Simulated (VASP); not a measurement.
Set up this calculation in VASP 6.6.1, as the native input.

```
Task                   : single point
Functional             : PBE
Potentials or basis    : VASP PAW PBE potentials, release 64 (Mo_sv, S)
Cutoff                 : 520 eV
k mesh                 : 8 × 8 × 8
Occupations            : gaussian, width 0.1 eV
Spin                   : no spin polarisation
Dipole correction      : no
Further INCAR settings : ALGO = Normal; EDIFF = 1e-06; NBANDS = 42
```

The structure of MoS3 lies in POSCAR:

```
MoS3
1.0
    4.9248315586      0.0000000000      0.0000000000
    0.0000000000      4.9248315586      0.0000000000
    0.0000000000      0.0000000000      4.9248315586
Mo S
2 6
Direct
    0.0000000000      0.0000000000      0.0000000000
    0.5000000000      0.5000000000      0.5000000000
    0.2500000000      0.0000000000      0.5000000000
    0.5000000000      0.7500000000      0.0000000000
    0.7500000000      0.0000000000      0.5000000000
    0.5000000000      0.2500000000      0.0000000000
    0.0000000000      0.5000000000      0.7500000000
    0.0000000000      0.5000000000      0.2500000000
```

The cell was generated, and may not be a known phase.

The input as run:

INCAR

```
PREC = Accurate ; ENCUT = 520
EDIFF = 1E-6 ; ISMEAR = 0
SIGMA = 0.1 ; LREAL = F
LASPH = T ; NELM = 60
ALGO = Normal ; ISIF = 2
LWAVE = F ; LCHARG = F
GGA = PE ; NBANDS = 42
```

KPOINTS

```
Automatic mesh
0
Gamma
  8 8 8
```

Potentials or basis: VASP PAW PBE potentials, release 64 (Mo_sv, S).

The run is started by

```bash
$ cat potpaw_PBE.64/Mo_sv/POTCAR potpaw_PBE.64/S/POTCAR > POTCAR
$ mpirun -np 1 vasp_std > vasp.out
```

It gave:

| Quantity | Value |
| --- | --- |
| Pressure | -0.1 GPa |
| Band gap on the k mesh | zero (bands 32 and 33 overlap by 1.08 eV) |

Wall time 5.4 min on 1 thread of Intel Xeon 8259CL (shared host), peak memory 0.31 GiB.
